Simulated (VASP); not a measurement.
The system is AlFe.

```
Al Fe
1.0
     2.91000    0.00000    0.00000
     0.00000    2.91000    0.00000
     0.00000    0.00000    2.91000
Al Fe
1 1
Direct
  0.00000 0.00000 0.00000
  0.50000 0.50000 0.50000
```

Base run:

```yaml
Program: VASP 6.6.1
Functional: PBE
Potentials_or_basis: VASP PAW PBE potentials, release 64 (Al, Fe)
Cutoff: 520 eV
k_mesh: 9 × 9 × 9
Occupations: fermi-dirac, width 0.15 eV
Spin: collinear spin, ferromagnetic start
Starting_moments: "[0.0, 2.4] μB"
```

Its results: pressure -5.5 GPa; net moment 0.67 μB per cell; site moments Al -0.02; Fe +0.71 μB.

Task: The run is repeated on the same cell with these changes: functional from PBE to PBEsol; further incar settings from ALGO = Normal; EDIFF = 1e-06; NBANDS = 16 to ALGO = Normal; EDIFF = 1e-07; NBANDS = 16. What comes out?

Result: Pressure -10.4 GPa; net moment 0.66 μB per cell; site moments Al -0.02; Fe +0.70 μB.

Caveats: the PAW data sets were made with another functional, which shifts forces and pressure a little (some runs).
